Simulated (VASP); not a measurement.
# Sr (I4/mmm) in VASP: further runs, part 2 of 2

VASP 6.6.1. Earlier steps stand in the parts before.

**3. Single point, PBEsol (strain +0.000 along x and y, -0.050 along z)**

Contents of INCAR:

```
ALGO = Normal
EDIFF = 1E-6
ENCUT = 520
GGA = PS
ISIF = 2
ISMEAR = 0
LASPH = T
LCHARG = F
LREAL = F
LWAVE = F
NBANDS = 11
NELM = 60
PREC = Accurate
SIGMA = 0.03
```

Contents of KPOINTS:

```
k-points
0
Gamma
  10 10 10
```

Contents of POSCAR:

```
Sr
1.0
    0.0000000000      3.0423500000      2.8902325000
    3.0423500000      0.0000000000      2.8902325000
    3.0423500000      3.0423500000      0.0000000000
Sr
1
Direct
    0.0000000000      0.0000000000      0.0000000000
```

Potentials or basis: VASP PAW PBE potentials, release 64 (Sr_sv).

The run is started by

```console
$ cat potpaw_PBE.64/Sr_sv/POTCAR > POTCAR
$ mpirun -np 1 vasp_std > vasp.out
```

OUTCAR:

```text
EDIFF = 1E-6
   ENCUT = 520
   GGA = PS
   ISIF = 2
   ISMEAR = 0
   LASPH = T
   LREAL = F
   NELM = 60
   PREC = Accurate

 ion  position               nearest neighbor table
   1  0.000  0.000  0.000-

  LATTYP: Found a body centered tetragonal cell.
 ALAT       =     4.3025326315
 C/A-ratio  =     1.3435028843

  Lattice vectors:

 A1 = (   0.0000000000,  -3.0423500000,  -2.8902325000)
 A2 = (   0.0000000000,   3.0423500000,  -2.8902325000)
 A3 = (   3.0423500000,   0.0000000000,   2.8902325000)

Analysis of symmetry for initial positions (statically):
=====================================================================
 Subroutine PRICEL returns:
 Original cell was already a primitive cell.

 Routine SETGRP: Setting up the symmetry group for a
 body centered tetragonal supercell.

 Subroutine GETGRP returns: Found 16 space group operations
 (whereof 16 operations were pure point group operations)
 out of a pool of 16 trial point group operations.

The static configuration has the point symmetry D_4h.

Analysis of symmetry for dynamics (positions and initial velocities):
=====================================================================
 Subroutine PRICEL returns:
 Original cell was already a primitive cell.

 Routine SETGRP: Setting up the symmetry group for a
 body centered tetragonal supercell.

 Subroutine GETGRP returns: Found 16 space group operations
 (whereof 16 operations were pure point group operations)
 out of a pool of 16 trial point group operations.

The dynamic configuration has the point symmetry D_4h.

 Subroutine INISYM returns: Found 16 space group operations
 (whereof 16 operations are pure point group operations),
 and found     1 'primitive' translations

----------------------------------------------------------------------------------------

                                     Primitive cell

  volume of cell :      53.5034

  direct lattice vectors                    reciprocal lattice vectors
     0.000000000  3.042350000  2.890232500    -0.164346640  0.164346640  0.172996463
     3.042350000  0.000000000  2.890232500     0.164346640 -0.164346640  0.172996463
     3.042350000  3.042350000  0.000000000     0.164346640  0.164346640 -0.172996463

  length of vectors
     4.196348106  4.196348106  4.302532631     0.289736798  0.289736798  0.289736798

  position of ions in fractional coordinates (direct lattice)
     0.000000000  0.000000000  0.000000000

  ion indices of the primitive-cell ions
   primitive index   ion index
                 1           1

----------------------------------------------------------------------------------------

 KPOINTS: k-points

Automatic generation of k-mesh.
 Grid dimensions read from file:
 generate k-points for:   10   10   10

 Generating k-lattice:

  Cartesian coordinates                     Fractional coordinates (reciprocal lattice)
    -0.016434664  0.016434664  0.017299646     0.100000000  0.000000000  0.000000000
     0.016434664 -0.016434664  0.017299646     0.000000000  0.100000000  0.000000000
     0.016434664  0.016434664 -0.017299646     0.000000000  0.000000000  0.100000000

  Length of vectors
     0.028973680  0.028973680  0.028973680

  Shift w.r.t. Gamma in fractional coordinates (k-lattice)
     0.000000000  0.000000000  0.000000000

 Subroutine IBZKPT returns following result:
 ===========================================

 Found    102 irreducible k-points:

 Following reciprocal coordinates:
            Coordinates               Weight
  0.000000  0.000000  0.000000      1.000000
  0.100000 -0.000000  0.000000      8.000000
  0.200000 -0.000000  0.000000      8.000000
  0.300000 -0.000000  0.000000      8.000000
  0.400000  0.000000  0.000000      8.000000
  0.500000 -0.000000  0.000000      4.000000
[... 16 lines left out ...]
  0.300000  0.300000  0.000000      2.000000
  0.400000  0.300000  0.000000      8.000000
 [... further k-points ...]
   k-points           NKPTS =    102   k-points in BZ     NKDIM =    102   number of bands    NBANDS=     11
   number of dos      NEDOS =    301   number of ions     NIONS =      1
   total plane-waves  NPLWV =  32768
   dimension x,y,z NGX =    32 NGY =   32 NGZ =   32
   dimension x,y,z NGXF=    64 NGYF=   64 NGZF=   64
   ions per type =               1
   NGX,Y,Z   is equivalent  to a cutoff of  12.68, 12.68, 12.36 a.u.
   NGXF,Y,Z  is equivalent  to a cutoff of  25.35, 25.35, 24.73 a.u.
 SYSTEM =  unknown system
   PREC   = accura    normal or accurate (medium, high low for compatibility)
   ISTART =      0    job   : 0-new  1-cont  2-samecut
   ICHARG =      2    charge: 1-file 2-atom 10-const
   ISPIN  =      1    spin polarized calculation?
   LNONCOLLINEAR =      F non collinear calculations
   LSORBIT =      F    spin-orbit coupling
   LASPH  =      T    aspherical Exc in radial PAW
   ENCUT  =  520.0 eV  38.22 Ry    6.18 a.u.   7.80  7.80  8.00*2*pi/ulx,y,z
   NELM   =     60;   NELMIN=  2; NELMDL= -5     # of ELM steps
   EDIFF  = 0.1E-05   stopping-criterion for ELM
   LREAL  =      F    real-space projection
   EDIFFG = 0.1E-04   stopping-criterion for IOM
   NSW    =      0    number of steps for IOM
   IBRION =     -1    ionic relax: 0-MD 1-quasi-New 2-CG
   NFREE  =      0    steps in history (QN), initial steepest desc. (CG)
   ISIF   =      2    stress and relaxation
   ISYM   =      2    0-nonsym 1-usesym 2-fastsym
   POTIM  = 0.5000    time-step for ionic-motion
   TEBEG  =    0.0;   TEEND  =   0.0 temperature during run
   PSTRESS=    0.0 pullay stress
   NELECT =      10.0000    total number of electrons
   NUPDOWN=      -1.0000    fix difference up-down
   EMIN   =  10.00;   EMAX   =-10.00  energy-range for DOS
   EFERMI =   0.00;   METHOD = LEGACY
   ISMEAR =     0;   SIGMA  =   0.03  broadening in eV -4-tet -1-fermi 0-gaus
   EFERMI_NEDOS =   21; number of points for ismear=-14 and -15
   IALGO  =     38    algorithm
   IMIX   =      4    mixing-type and parameters
     AMIX     =   0.40;   BMIX     =  1.00
     AMIX_MAG =   1.60;   BMIX_MAG =  1.00
  volume/ion in A,a.u.               =      53.50       361.06
  Fermi-wavevector in a.u.,A,eV,Ry     =   0.936011  1.768805 11.920299  0.876117
  Thomas-Fermi vector in A             =   2.062977
   LORBIT       =      0    0 simple, 1 ext, 2 COOP (PROOUT), +10 PAW based schemes
   GGA     = PS    functional components
   LHFCALC =     F    Hartree Fock is set to
   AEXX    =    0.0000 exact exchange contribution
   IVDW    =     0    specifies the selected vdW correction
   LEPSILON=     F    determine dielectric tensor
   LRPA    =     F    only Hartree local field effects (RPA)
 non-spin polarized calculation
 Gauss-broadening in eV      SIGMA  =   0.03
  energy-cutoff  :      520.00
  volume of cell :       53.50
 maximum number of plane-waves:      1460
   NGX = 15   NGY = 15   NGZ = 15

 number of electron      10.0000000 magnetization

 Free energy of the ion-electron system (eV)
  ---------------------------------------------------
  ext. energy  EPLUGINS =         0.00000000
  ---------------------------------------------------
  free energy    TOTEN  =        -1.83618556 eV

  energy without entropy =       -1.83507761  energy(sigma->0) =       -1.83563159

 E-fermi :   1.6282     XC(G=0):  -7.5164

 val. band max:        1.6193358605   @ k =  -0.3000   0.1000   0.4000
 cond. band min:       1.6364526313   @ k =  -0.4000   0.3000   0.0000
 fundamental gap:      0.0171167708
 Fermi energy:         1.6281895072

 k-point     1 :       0.0000    0.0000    0.0000
  band No.  band energies     occupation
      1     -34.8933      2.00000
      2     -16.7914      2.00000
      3     -16.7914      2.00000
      4     -16.7858      2.00000
      5      -2.1115      2.00000
      6       3.8728      0.00000
      7       3.8728      0.00000
      8       4.1385      0.00000
      9       5.2444      0.00000
     10       5.6618      0.00000
     11       8.8093      0.00000
[... 309 lines left out ...]
 k-point    24 :       0.4000    0.3000    0.0000
  band No.  band energies     occupation
      1     -34.8744      2.00000
      2     -16.9573      2.00000
      3     -16.8663      2.00000
      4     -16.8629      2.00000
      5       0.3271      2.00000
      6       2.1404      0.00000
      7       3.1262      0.00000
      8       4.9710      0.00000
      9       5.3601      0.00000
     10       6.4187      0.00000
     11       8.2138      0.00000

 [... further k-points ...]

------------------------ aborting loop because EDIFF is reached ----------------------------------------

  FORCE on cell =-STRESS in cart. coord.  units (eV):
  Direction    XX          YY          ZZ          XY          YZ          ZX
  --------------------------------------------------------------------------------------
  -------------------------------------------------------------------------------------
  Total       -0.1472161     -0.1472161     -0.1207528      0.0000000      0.0000000      0.0000000
  in kB       -4.4084371     -4.4084371     -3.6159854      0.0000000      0.0000000      0.0000000
  external PRESSURE =      -4.1442865 kB  Pullay stress =       0.0000000 kB

 VOLUME and BASIS-vectors are now :
 -----------------------------------------------------------------------------
  energy-cutoff  :      520.00
  volume of cell :       53.50
      direct lattice vectors                 reciprocal lattice vectors
     0.000000000  3.042350000  2.890232500    -0.164346640  0.164346640  0.172996463
     3.042350000  0.000000000  2.890232500     0.164346640 -0.164346640  0.172996463
     3.042350000  3.042350000  0.000000000     0.164346640  0.164346640 -0.172996463

 POSITION                                       TOTAL-FORCE (eV/Angst)
 -----------------------------------------------------------------------------------
      0.00000      0.00000      0.00000         0.000000      0.000000      0.000000
 -----------------------------------------------------------------------------------
    total drift:                                0.000000      0.000000      0.000000

  FREE ENERGIE OF THE ION-ELECTRON SYSTEM (eV)
  ---------------------------------------------------
  free  energy   TOTEN  =        -1.8361855601 eV

  energy  without entropy=       -1.8350776119  energy(sigma->0) =       -1.83563159
```

OSZICAR:

```text
N       E                     dE             d eps       ncg     rms          rms(c)
DAV:   1     0.351279656877E+02    0.35128E+02   -0.48438E+03  2252   0.788E+02
DAV:   2    -0.224470287111E+00   -0.35352E+02   -0.34764E+02  2614   0.149E+02
DAV:   3    -0.175795256962E+01   -0.15335E+01   -0.15176E+01  3320   0.236E+01
DAV:   4    -0.183896796697E+01   -0.81015E-01   -0.80772E-01  2992   0.472E+00
DAV:   5    -0.184036613184E+01   -0.13982E-02   -0.13981E-02  3151   0.528E-01    0.116E+01
DAV:   6    -0.183777624395E+01    0.25899E-02   -0.59551E-03  2734   0.875E-01    0.656E+00
DAV:   7    -0.183620255584E+01    0.15737E-02   -0.11273E-02  3162   0.114E+00    0.249E-01
DAV:   8    -0.183616195678E+01    0.40599E-04   -0.50660E-04  3135   0.147E-01    0.538E-02
DAV:   9    -0.183618184521E+01   -0.19888E-04   -0.63019E-05  3332   0.389E-02    0.196E-02
DAV:  10    -0.183618596354E+01   -0.41183E-05   -0.46185E-06  2775   0.185E-02    0.128E-02
DAV:  11    -0.183618556006E+01    0.40348E-06   -0.32792E-07  1515   0.485E-03
   1 F= -.18361856E+01 E0= -.18356316E+01  d E =-.110795E-02
```

It took 42 s on 1 thread of Intel Xeon 8259CL, shared host; peak memory 0.21 GiB.

What came out:

```yaml
Free_energy: -1.8362 eV
Pressure: -0.4 GPa
Band_gap_on_the_k_mesh: zero (bands 5 and 6 overlap by 0.02 eV)
```

Levels at points of the mesh, in eV from the Fermi level:
```tsv
k point	band 2	band 3	band 4	band 5	band 6	band 7	band 8	band 9
(0.00, 0.00, 0.00)	-18.42	-18.42	-18.41	-3.74	2.24	2.24	2.51	3.62
(0.50, 0.00, 0.00)	-18.64	-18.46	-18.44	-1.19	0.08	1.99	2.35	4.81
(0.50, 0.50, 0.00)	-18.62	-18.51	-18.51	-0.62	0.19	1.39	4.91	5.12
(0.50, 0.00, 0.50)	-18.62	-18.50	-18.48	-0.76	0.33	0.93	4.87	5.08
```

Caveat: the cell differs from its parent crystal (strain +0.000 along x and y, -0.050 along z); the PAW data sets were made with another functional, which shifts forces and pressure a little.

**4. Single point, PBEsol (strain +0.050 along x and y, +0.000 along z)**

Contents of INCAR:

```
  ALGO = Normal
  EDIFF = 1E-7
  ENCUT = 520
  GGA = PS
  ISIF = 2
  ISMEAR = 0
  LASPH = T
  LCHARG = T
  LELF = T
  LREAL = F
  LVHAR = T
  LWAVE = F
  NBANDS = 11
  NELM = 60
  PREC = Accurate
  SIGMA = 0.03
```

KPOINTS is that of step 3.

Contents of POSCAR:

```
Sr
1.0
    0.0000000000      3.1944675000      3.0423500000
    3.1944675000      0.0000000000      3.0423500000
    3.1944675000      3.1944675000      0.0000000000
Sr
1
Direct
    0.0000000000      0.0000000000      0.0000000000
```

The run is started by

```console
$ cat potpaw_PBE.64/Sr_sv/POTCAR > POTCAR
$ mpirun -np 1 vasp_std > vasp.out
```

Wall time 1.7 min (1 thread of Intel Xeon 8259CL, shared host); peak memory 0.24 GiB.

It converged, with:

- Free energy: -1.7790 eV
- Pressure: -1.6 GPa
- Band gap on the k mesh: zero (bands 5 and 6 overlap by 0.14 eV)

Stress tensor (GPa, compression positive):
```
-1.65  0.00  0.00
 0.00 -1.65  0.00
 0.00  0.00 -1.52
```

Levels at points of the mesh, in eV from the Fermi level:
| k point | band 2 | band 3 | band 4 | band 5 | band 6 | band 7 | band 8 | band 9 |
| --- | --- | --- | --- | --- | --- | --- | --- | --- |
| (0.00, 0.00, 0.00) | -18.73 | -18.73 | -18.72 | -3.48 | 2.11 | 2.11 | 2.34 | 3.29 |
| (0.50, 0.00, 0.00) | -18.85 | -18.75 | -18.74 | -1.09 | -0.06 | 1.90 | 2.20 | 4.28 |
| (0.50, 0.50, 0.00) | -18.84 | -18.78 | -18.78 | -0.44 | 0.34 | 1.06 | 4.37 | 4.50 |
| (0.50, 0.00, 0.50) | -18.84 | -18.77 | -18.76 | -0.59 | 0.45 | 0.68 | 4.31 | 4.51 |

Caveat: the cell differs from its parent crystal (strain +0.050 along x and y, +0.000 along z); the PAW data sets were made with another functional, which shifts forces and pressure a little.

**5. Summary**

```tsv
cell	gap on the mesh (eV)	pressure (GPa)
a = 4.308, b = 4.308, c = 4.087 Å, angles 61.7, 61.7, 56.6°, 1 atom	none	-0.4
a = 4.196, b = 4.196, c = 4.303 Å, angles 59.2, 59.2, 61.7°, 1 atom	none	-0.4
a = 4.411, b = 4.411, c = 4.518 Å, angles 59.2, 59.2, 61.6°, 1 atom	none	-1.6
```

Alike in all rows: task single point; level PBEsol; potentials or basis VASP PAW PBE potentials, release 64 (Sr_sv); no spin polarisation; k mesh 10 × 10 × 10; cutoff (eV) 520; smearing gaussian 0.03 eV.

Caveats: the PAW data sets were made with another functional, which shifts forces and pressure a little.

Total energies depend on the potentials used, so only differences within one code and one set of settings carry meaning.
